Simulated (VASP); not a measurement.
Input of a VASP 6.6.1 run:

File INCAR:

```
SYSTEM = TaMo3
PREC = Accurate
ENCUT = 520
EDIFF = 1E-6
ISMEAR = 0
SIGMA = 0.1
LREAL = .FALSE.
LASPH = .TRUE.
NELM = 60
ALGO = Fast
ISIF = 2
LWAVE = .FALSE.
LCHARG = .TRUE.
GGA = PE
LELF = .TRUE.
LVHAR = .TRUE.
NBANDS = 34
```

Contents of KPOINTS:

```
Automatic mesh
0
G
  4 4 6
  0 0 0
```

POSCAR

```
TaMo3
1.0
    4.5048966377      0.0000000000      0.0000000000
    0.0000000000      4.5048966377      0.0000000000
    0.0000000000      0.0000000000      3.2136630130
Ta Mo
1 3
Direct
    0.5000000000      0.5000000000      0.0000000000
    0.0000000000      0.0000000000      0.0000000000
    0.5000000000      0.0000000000      0.5000000000
    0.0000000000      0.5000000000      0.5000000000
```

Potentials or basis: VASP PAW PBE potentials, release 64 (Ta_pv, Mo_sv).

The run is started by

```sh
$ cat potpaw_PBE.64/Ta_pv/POTCAR potpaw_PBE.64/Mo_sv/POTCAR > POTCAR
$ mpirun -np 1 vasp_std > vasp.out
```

(1) Estimate the pressure.

## Answers

(1) 0.4 GPa.
